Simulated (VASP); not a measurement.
# Cu (I4/mmm) in VASP: further runs

Runs on Cu. Level: PBEsol. Tasks: single point.

All numbers are computed with VASP 6.6.1; they aren't measurements. Logs are shortened: lines on timing, memory, paths and dates and some standing lists are left out, and cuts for length are marked.

## Step 1: The cell of the first run

It takes space group I4/mmm (No. 139, tetragonal). Conventional cell: a = 2.886 Å, b = 2.886 Å, c = 2.752 Å, α = 90.00°, β = 90.00°, γ = 90.00°. Cu (site symmetry 4/mmm) has 14 Cu at 2.46 to 2.89 Å within 3.2 Å.

## Step 2: Single point, PBEsol

Contents of INCAR:

```
PREC = Accurate
ENCUT = 700
EDIFF = 1E-6
ISMEAR = 0
SIGMA = 0.1
LREAL = F
LASPH = T
NELM = 120
ALGO = Normal
ISIF = 2
LWAVE = F
LCHARG = T
GGA = PS
LELF = T
LVHAR = T
NBANDS = 16
GGA_COMPAT = F
```

Contents of KPOINTS:

```
Automatic mesh
0
Gamma
  14 14 14
```

Contents of POSCAR:

```
Cu
1.0
   -1.4427933200      1.4427933200      1.3760814500
    1.4427933200     -1.4427933200      1.3760814500
    1.4427933200      1.4427933200     -1.3760814500
Cu
1
Direct
    0.0000000000      0.0000000000      0.0000000000
```

Potentials or basis: VASP PAW PBE potentials, release 64 (Cu_sv_GW).

Run with:

```bash
$ cat potpaw_PBE.64/Cu_sv_GW/POTCAR > POTCAR
$ mpirun -np 1 vasp_std > vasp.out
```

OUTCAR:

```text
PREC = Accurate
   ENCUT = 700
   EDIFF = 1E-6
   ISMEAR = 0
   LREAL = F
   LASPH = T
   NELM = 120
   ISIF = 2
   GGA = PS

 ion  position               nearest neighbor table
   1  0.000  0.000  0.000-

  LATTYP: Found a body centered tetragonal cell.
 ALAT       =     2.8855866400
 C/A-ratio  =     0.9537620052

  Lattice vectors:

 A1 = (  -1.4427933200,   1.4427933200,   1.3760814500)
 A2 = (   1.4427933200,  -1.4427933200,   1.3760814500)
 A3 = (   1.4427933200,   1.4427933200,  -1.3760814500)

Analysis of symmetry for initial positions (statically):
=====================================================================
 Subroutine PRICEL returns:
 Original cell was already a primitive cell.

 Routine SETGRP: Setting up the symmetry group for a
 body centered tetragonal supercell.

 Subroutine GETGRP returns: Found 16 space group operations
 (whereof 16 operations were pure point group operations)
 out of a pool of 16 trial point group operations.

The static configuration has the point symmetry D_4h.

Analysis of symmetry for dynamics (positions and initial velocities):
=====================================================================
 Subroutine PRICEL returns:
 Original cell was already a primitive cell.

 Routine SETGRP: Setting up the symmetry group for a
 body centered tetragonal supercell.

 Subroutine GETGRP returns: Found 16 space group operations
 (whereof 16 operations were pure point group operations)
 out of a pool of 16 trial point group operations.

The dynamic configuration has the point symmetry D_4h.

 Subroutine INISYM returns: Found 16 space group operations
 (whereof 16 operations are pure point group operations),
 and found     1 'primitive' translations

----------------------------------------------------------------------------------------

                                     Primitive cell

  volume of cell :      11.4581

  direct lattice vectors                    reciprocal lattice vectors
    -1.442793320  1.442793320  1.376081450     0.000000000  0.346549983  0.363350585
     1.442793320 -1.442793320  1.376081450     0.346549983  0.000000000  0.363350585
     1.442793320  1.442793320 -1.376081450     0.346549983  0.346549983  0.000000000

  length of vectors
     2.461078074  2.461078074  2.461078074     0.502116060  0.502116060  0.490095685

  position of ions in fractional coordinates (direct lattice)
     0.000000000  0.000000000  0.000000000

  ion indices of the primitive-cell ions
   primitive index   ion index
                 1           1

----------------------------------------------------------------------------------------

 KPOINTS: Automatic mesh

Automatic generation of k-mesh.
 Grid dimensions read from file:
 generate k-points for:   14   14   14

 Generating k-lattice:

  Cartesian coordinates                     Fractional coordinates (reciprocal lattice)
     0.000000000  0.024753570  0.025953613     0.071428571 -0.000000000  0.000000000
     0.024753570  0.000000000  0.025953613    -0.000000000  0.071428571  0.000000000
     0.024753570  0.024753570  0.000000000     0.000000000  0.000000000  0.071428571

  Length of vectors
     0.035865433  0.035865433  0.035006835

  Shift w.r.t. Gamma in fractional coordinates (k-lattice)
     0.000000000  0.000000000  0.000000000

 Subroutine IBZKPT returns following result:
 ===========================================

 Found    244 irreducible k-points:

 Following reciprocal coordinates:
            Coordinates               Weight
  0.000000  0.000000  0.000000      1.000000
  0.071429  0.000000 -0.000000      8.000000
  0.142857  0.000000 -0.000000      8.000000
  0.214286  0.000000 -0.000000      8.000000
  0.285714  0.000000  0.000000      8.000000
  0.357143  0.000000 -0.000000      8.000000
[... 16 lines left out ...]
  0.214286  0.142857 -0.000000     16.000000
  0.285714  0.142857 -0.000000     16.000000
 [... further k-points ...]
   k-points           NKPTS =    244   k-points in BZ     NKDIM =    244   number of bands    NBANDS=     16
   number of dos      NEDOS =    301   number of ions     NIONS =      1
   total plane-waves  NPLWV =  13824
   dimension x,y,z NGX =    24 NGY =   24 NGZ =   24
   dimension x,y,z NGXF=    48 NGYF=   48 NGZF=   48
   ions per type =               1
   NGX,Y,Z   is equivalent  to a cutoff of  16.21, 16.21, 16.21 a.u.
   NGXF,Y,Z  is equivalent  to a cutoff of  32.42, 32.42, 32.42 a.u.
 SYSTEM =  unknown system
   PREC   = accura    normal or accurate (medium, high low for compatibility)
   ISTART =      0    job   : 0-new  1-cont  2-samecut
   ICHARG =      2    charge: 1-file 2-atom 10-const
   ISPIN  =      1    spin polarized calculation?
   LNONCOLLINEAR =      F non collinear calculations
   LSORBIT =      F    spin-orbit coupling
   LASPH  =      T    aspherical Exc in radial PAW
   ENCUT  =  700.0 eV  51.45 Ry    7.17 a.u.   5.31  5.31  5.31*2*pi/ulx,y,z
   NELM   =    120;   NELMIN=  2; NELMDL= -5     # of ELM steps
   EDIFF  = 0.1E-05   stopping-criterion for ELM
   LREAL  =      F    real-space projection
   EDIFFG = 0.1E-04   stopping-criterion for IOM
   NSW    =      0    number of steps for IOM
   IBRION =     -1    ionic relax: 0-MD 1-quasi-New 2-CG
   NFREE  =      0    steps in history (QN), initial steepest desc. (CG)
   ISIF   =      2    stress and relaxation
   ISYM   =      2    0-nonsym 1-usesym 2-fastsym
   POTIM  = 0.5000    time-step for ionic-motion
   TEBEG  =    0.0;   TEEND  =   0.0 temperature during run
   PSTRESS=    0.0 pullay stress
   NELECT =      19.0000    total number of electrons
   NUPDOWN=      -1.0000    fix difference up-down
   EMIN   =  10.00;   EMAX   =-10.00  energy-range for DOS
   EFERMI =   0.00;   METHOD = LEGACY
   ISMEAR =     0;   SIGMA  =   0.10  broadening in eV -4-tet -1-fermi 0-gaus
   EFERMI_NEDOS =   21; number of points for ismear=-14 and -15
   IALGO  =     38    algorithm
   IMIX   =      4    mixing-type and parameters
     AMIX     =   0.40;   BMIX     =  1.00
     AMIX_MAG =   1.60;   BMIX_MAG =  1.00
  volume/ion in A,a.u.               =      11.46        77.32
  Fermi-wavevector in a.u.,A,eV,Ry     =   1.937709  3.661739 51.086019  3.754716
  Thomas-Fermi vector in A             =   2.968234
   LORBIT       =      0    0 simple, 1 ext, 2 COOP (PROOUT), +10 PAW based schemes
   GGA     = PS    functional components
   LHFCALC =     F    Hartree Fock is set to
   AEXX    =    0.0000 exact exchange contribution
   IVDW    =     0    specifies the selected vdW correction
   LEPSILON=     F    determine dielectric tensor
   LRPA    =     F    only Hartree local field effects (RPA)
 non-spin polarized calculation
 Gauss-broadening in eV      SIGMA  =   0.10
  energy-cutoff  :      700.00
  volume of cell :       11.46
 maximum number of plane-waves:       498
 NGX is ok and might be reduce to    24
   NGX = 11   NGY = 11   NGZ = 11

 number of electron      19.0000004 magnetization

 Free energy of the ion-electron system (eV)
  ---------------------------------------------------
  ext. energy  EPLUGINS =         0.00000000
  ---------------------------------------------------
  free energy    TOTEN  =        -4.34276867 eV

  energy without entropy =       -4.33993141  energy(sigma->0) =       -4.34135004

 E-fermi :   7.7959     XC(G=0): -13.7489

 val. band max:        7.7948602363   @ k =   0.5000   0.2143   0.1429
 cond. band min:       7.8070877997   @ k =   0.5000   0.3571   0.0000
 fundamental gap:      0.0122275634
 Fermi energy:         7.7958790387

 k-point     1 :       0.0000    0.0000    0.0000
  band No.  band energies     occupation
      1    -104.5525      2.00000
      2     -62.0205      2.00000
      3     -62.0142      2.00000
      4     -62.0142      2.00000
      5      -1.8936      2.00000
      6       4.4686      2.00000
[... 8 lines left out ...]
     15      36.6093      0.00000
     16      36.6264      0.00000

 k-point     2 :       0.0714    0.0000   -0.0000
  band No.  band energies     occupation
      1    -104.5514      2.00000
      2     -62.0250      2.00000
      3     -62.0166      2.00000
      4     -62.0155      2.00000
      5      -1.6891      2.00000
      6       4.4756      2.00000
[... 8 lines left out ...]
     15      35.1167      0.00000
     16      35.8045      0.00000

 k-point     3 :       0.1429    0.0000   -0.0000
  band No.  band energies     occupation
      1    -104.5491      2.00000
      2     -62.0418      2.00000
      3     -62.0232      2.00000
      4     -62.0171      2.00000
      5      -1.0884      2.00000
      6       4.3975      2.00000
[... 8 lines left out ...]
     15      33.9231      0.00000
     16      36.1184      0.00000

 k-point     4 :       0.2143    0.0000   -0.0000
  band No.  band energies     occupation
      1    -104.5450      2.00000
      2     -62.0666      2.00000
      3     -62.0318      2.00000
      4     -62.0174      2.00000
      5      -0.1393      2.00000
      6       4.2423      2.00000
[... 8 lines left out ...]
     15      33.0861      0.00000
     16      37.2097      0.00000

 k-point     5 :       0.2857    0.0000    0.0000
  band No.  band energies     occupation
      1    -104.5410      2.00000
      2     -62.0945      2.00000
      3     -62.0421      2.00000
      4     -62.0181      2.00000
      5       1.0219      2.00000
      6       4.0654      2.00000
[... 8 lines left out ...]
     15      32.5664      0.00000
     16      38.7344      0.00000

 k-point     6 :       0.3571    0.0000   -0.0000
  band No.  band energies     occupation
      1    -104.5376      2.00000
      2     -62.1200      2.00000
      3     -62.0517      2.00000
      4     -62.0185      2.00000
      5       2.0258      2.00000
      6       3.9072      2.00000
[... 8 lines left out ...]
     15      32.2870      0.00000
     16      40.4242      0.00000

 k-point     7 :       0.4286    0.0000   -0.0000
  band No.  band energies     occupation
      1    -104.5353      2.00000
      2     -62.1375      2.00000
      3     -62.0586      2.00000
      4     -62.0191      2.00000
      5       2.4712      2.00000
      6       3.7989      2.00000
[... 8 lines left out ...]
     15      32.1646      0.00000
     16      41.6711      0.00000

 k-point     8 :       0.5000    0.0000   -0.0000
  band No.  band energies     occupation
      1    -104.5347      2.00000
      2     -62.1439      2.00000
      3     -62.0616      2.00000
      4     -62.0193      2.00000
      5       2.5588      2.00000
      6       3.7604      2.00000
[... 8 lines left out ...]
     15      32.1324      0.00000
     16      42.0559      0.00000

 k-point     9 :       0.0714    0.0714   -0.0000
  band No.  band energies     occupation
      1    -104.5493      2.00000
      2     -62.0367      2.00000
      3     -62.0183      2.00000
      4     -62.0180      2.00000
      5      -1.2767      2.00000
      6       4.4520      2.00000
[... 8 lines left out ...]
     15      35.0780      0.00000
     16      35.0906      0.00000
[... 172 lines left out ...]
 k-point    19 :      -0.2143    0.0714    0.0000
  band No.  band energies     occupation
      1    -104.5468      2.00000
      2     -62.0560      2.00000
      3     -62.0275      2.00000
      4     -62.0189      2.00000
      5      -0.5355      2.00000
      6       4.3278      2.00000
[... 8 lines left out ...]
     15      35.6259      0.00000
     16      36.2268      0.00000

 k-point    20 :      -0.1429    0.0714    0.0000
  band No.  band energies     occupation
      1    -104.5499      2.00000
      2     -62.0347      2.00000
      3     -62.0223      2.00000
      4     -62.0159      2.00000
      5      -1.3055      2.00000
      6       4.4454      2.00000
[... 8 lines left out ...]
     15      35.2599      0.00000
     16      36.2748      0.00000

 k-point    21 :      -0.0714    0.0714    0.0000
  band No.  band energies     occupation
      1    -104.5514      2.00000
      2     -62.0228      2.00000
      3     -62.0199      2.00000
      4     -62.0139      2.00000
      5      -1.6989      2.00000
      6       4.4716      2.00000
[... 8 lines left out ...]
     15      35.1740      0.00000
     16      35.4836      0.00000

 k-point    22 :       0.1429    0.1429   -0.0000
  band No.  band energies     occupation
      1    -104.5429      2.00000
      2     -62.0790      2.00000
      3     -62.0316      2.00000
      4     -62.0242      2.00000
      5       0.4364      2.00000
      6       4.2422      2.00000
[... 8 lines left out ...]
     15      34.8376      0.00000
     16      36.6711      0.00000

 k-point    23 :       0.2143    0.1429   -0.0000
  band No.  band energies     occupation
      1    -104.5395      2.00000
      2     -62.1012      2.00000
      3     -62.0427      2.00000
      4     -62.0265      2.00000
      5       1.5456      2.00000
      6       4.1045      2.00000
[... 8 lines left out ...]
     15      35.2563      0.00000
     16      37.3125      0.00000

 k-point    24 :       0.2857    0.1429   -0.0000
  band No.  band energies     occupation
      1    -104.5362      2.00000
      2     -62.1199      2.00000
      3     -62.0546      2.00000
      4     -62.0268      2.00000
      5       2.4613      2.00000
      6       3.9444      2.00000
[... 8 lines left out ...]
     15      35.9355      0.00000
     16      37.5544      0.00000

 [... further k-points ...]

------------------------ aborting loop because EDIFF is reached ----------------------------------------

  FORCE on cell =-STRESS in cart. coord.  units (eV):
  Direction    XX          YY          ZZ          XY          YZ          ZX
  --------------------------------------------------------------------------------------
  -------------------------------------------------------------------------------------
  Total       -0.3801430     -0.3801430     -0.4175158      0.0000000      0.0000000      0.0000000
  in kB      -53.1551300    -53.1551300    -58.3809387      0.0000000      0.0000000      0.0000000
  external PRESSURE =     -54.8970662 kB  Pullay stress =       0.0000000 kB

 VOLUME and BASIS-vectors are now :
 -----------------------------------------------------------------------------
  energy-cutoff  :      700.00
  volume of cell :       11.46
      direct lattice vectors                 reciprocal lattice vectors
    -1.442793320  1.442793320  1.376081450     0.000000000  0.346549983  0.363350585
     1.442793320 -1.442793320  1.376081450     0.346549983  0.000000000  0.363350585
     1.442793320  1.442793320 -1.376081450     0.346549983  0.346549983  0.000000000

 POSITION                                       TOTAL-FORCE (eV/Angst)
 -----------------------------------------------------------------------------------
      0.00000      0.00000      0.00000        -0.000000      0.000000      0.000000
 -----------------------------------------------------------------------------------
    total drift:                                0.000000      0.000000      0.000000

  FREE ENERGIE OF THE ION-ELECTRON SYSTEM (eV)
  ---------------------------------------------------
  free  energy   TOTEN  =        -4.3427686740 eV

  energy  without entropy=       -4.3399314107  energy(sigma->0) =       -4.34135004
```

Wall time 22 s (1 thread of Intel Xeon 6975P-C (Granite Rapids), shared host); peak memory 0.21 GiB.

Results:

```
Free energy            : -4.3428 eV
Pressure               : -5.5 GPa
Band gap on the k mesh : zero (an odd number of electrons rules out a gap without spin polarisation)
```

Stress tensor (GPa, compression positive):
```
-5.32  0.00  0.00
 0.00 -5.32  0.00
 0.00  0.00 -5.84
```

Levels at points of the mesh, in eV from the Fermi level:
```csv
k point,band 8,band 9,band 10,band 11,band 12,band 13
"(0.00, 0.00, 0.00)",-3.13,-2.24,-2.02,24.84,24.84,26.09
"(0.50, 0.00, 0.00)",-1.92,-1.34,-0.64,4.65,17.28,17.36
"(0.50, 0.50, 0.00)",-2.06,-1.37,-1.01,4.13,18.53,18.78
"(0.50, 0.50, 0.50)",-1.55,-1.49,7.62,7.62,9.46,13.34
```

Caveat: the cell stands under tension; the PAW data sets were made with another functional, which shifts forces and pressure a little.

## Step 3: Single point, PBEsol

Contents of INCAR:

```
PREC = Accurate
ENCUT = 520
EDIFF = 1E-6
ISMEAR = 0
SIGMA = 0.1
LREAL = False
LASPH = True
NELM = 100
ALGO = Normal
ISIF = 2
LWAVE = False
LCHARG = False
GGA = PS
NBANDS = 12
```

Contents of KPOINTS:

```
Automatic mesh
0
Gamma
  16 16 16
```

POSCAR is that of step 2.

Potentials or basis: VASP PAW PBE potentials, release 64 (Cu).

Run with:

```bash
$ cat potpaw_PBE.64/Cu/POTCAR > POTCAR
$ mpirun -np 1 vasp_std > vasp.out
```

Wall time 51 s (1 thread of Intel Xeon 8259CL, shared host); peak memory 0.15 GiB.

It converged, with:

```
Free energy            : -4.2668 eV
Pressure               : -0.7 GPa
Band gap on the k mesh : zero (an odd number of electrons rules out a gap without spin polarisation)
```

Levels at points of the mesh, in eV from the Fermi level:
```tsv
k point	band 4	band 5	band 6	band 7	band 8	band 9
(0.00, 0.00, 0.00)	-3.14	-2.26	-2.05	24.85	24.85	26.09
(0.50, 0.00, 0.00)	-1.95	-1.38	-0.58	4.67	17.32	17.42
(0.50, 0.50, 0.00)	-2.09	-1.41	-0.95	4.15	18.57	18.84
(0.50, 0.50, 0.50)	-1.58	-1.53	7.68	7.68	9.52	13.34
```

Caveat: the PAW data sets were made with another functional, which shifts forces and pressure a little.

## Step 4: Single point, PBEsol

Contents of INCAR:

```
SYSTEM = Cu
  PREC = Accurate
  ENCUT = 520
  EDIFF = 1E-7
  ISMEAR = 0
  SIGMA = 0.1
  LREAL = .False.
  LASPH = .True.
  NELM = 100
  ALGO = Normal
  ISIF = 2
  LWAVE = .False.
  LCHARG = .False.
  GGA = PS
  NBANDS = 12
```

Contents of KPOINTS:

```
Automatic mesh
0
Gamma
  16 16 16
  0.5 0.5 0.5
```

POSCAR is that of step 3.

Run with:

```bash
$ cat potpaw_PBE.64/Cu/POTCAR > POTCAR
$ mpirun -np 1 vasp_std > vasp.out
```

It took 57 s on 1 thread of Intel Xeon 8259CL, shared host; peak memory 0.16 GiB.

Results (log left out):

* Free energy: -4.2752 eV
* Pressure: -0.7 GPa
* Band gap on the k mesh: zero (an odd number of electrons rules out a gap without spin polarisation)

Stress tensor (GPa, compression positive):
```
-0.68  0.00  0.00
 0.00 -0.68  0.00
 0.00  0.00 -0.59
```

Levels at points of the mesh, in eV from the Fermi level:
```tsv
k point	band 4	band 5	band 6	band 7	band 8	band 9
(0.03, 0.03, 0.03)	-3.04	-2.24	-2.04	22.98	24.00	25.41
```

Caveat: the PAW data sets were made with another functional, which shifts forces and pressure a little.

## Step 5: Single point, PBEsol

Contents of INCAR:

```
PREC = Accurate
ENCUT = 520
EDIFF = 1E-7
ISMEAR = 0
SIGMA = 0.01
LREAL = F
LASPH = T
NELM = 100
ALGO = Normal
ISIF = 2
LWAVE = F
LCHARG = F
GGA = PS
NBANDS = 12
```

Contents of KPOINTS:

```
regular mesh
0
Gamma
  20 20 20
```

POSCAR is that of step 4.

Run with:

```bash
$ cat potpaw_PBE.64/Cu/POTCAR > POTCAR
$ mpirun -np 1 vasp_std > vasp.out
```

Wall time 1.8 min (1 thread of Intel Xeon 8259CL, shared host); peak memory 0.19 GiB.

Results (log left out):

```yaml
Free_energy: -4.2683 eV
Pressure: -0.8 GPa
Band_gap_on_the_k_mesh: zero (an odd number of electrons rules out a gap without spin polarisation)
```

Stress tensor (GPa, compression positive):
```
-0.51  0.00  0.00
 0.00 -0.51  0.00
 0.00  0.00 -1.23
```

Levels at points of the mesh, in eV from the Fermi level:
| k point | band 2 | band 3 | band 4 | band 5 | band 6 | band 7 | band 8 | band 9 | band 10 | band 11 |
| --- | --- | --- | --- | --- | --- | --- | --- | --- | --- | --- |
| (0.00, 0.00, 0.00) | -3.33 | -3.13 | -3.13 | -2.25 | -2.04 | 24.85 | 24.85 | 26.10 | 28.88 | 28.88 |
| (0.50, 0.00, 0.00) | -4.03 | -2.16 | -1.94 | -1.37 | -0.57 | 4.68 | 17.33 | 17.43 | 21.33 | 24.41 |
| (0.50, 0.50, 0.00) | -3.79 | -2.33 | -2.08 | -1.40 | -0.94 | 4.15 | 18.58 | 18.85 | 22.49 | 25.51 |
| (0.50, 0.50, 0.50) | -4.79 | -1.57 | -1.57 | -1.52 | 7.69 | 7.69 | 9.53 | 13.35 | 13.98 | 16.76 |

Caveat: the PAW data sets were made with another functional, which shifts forces and pressure a little.

## Step 6: Summary

```tsv
potentials or basis	k mesh	cutoff (eV)	smearing	gap on the mesh (eV)	pressure (GPa)
VASP PAW PBE potentials, release 64 (Cu_sv_GW)	14 × 14 × 14	700	gaussian 0.1 eV	none	-5.5
VASP PAW PBE potentials, release 64 (Cu)	16 × 16 × 16	520	gaussian 0.1 eV	none	-0.7
VASP PAW PBE potentials, release 64 (Cu)	16 × 16 × 16, shifted	520	gaussian 0.1 eV	none	-0.7
VASP PAW PBE potentials, release 64 (Cu)	20 × 20 × 20	520	gaussian 0.01 eV	none	-0.8
```

Alike in all rows: task single point; level PBEsol; no spin polarisation; cell as given.

Caveats: the PAW data sets were made with another functional, which shifts forces and pressure a little; the cell stands under tension (at least some runs).

Total energies depend on the potentials used, so only differences within one code and one set of settings carry meaning.

The gap in the log of VASP goes by the Fermi energy; the results here count the filled bands.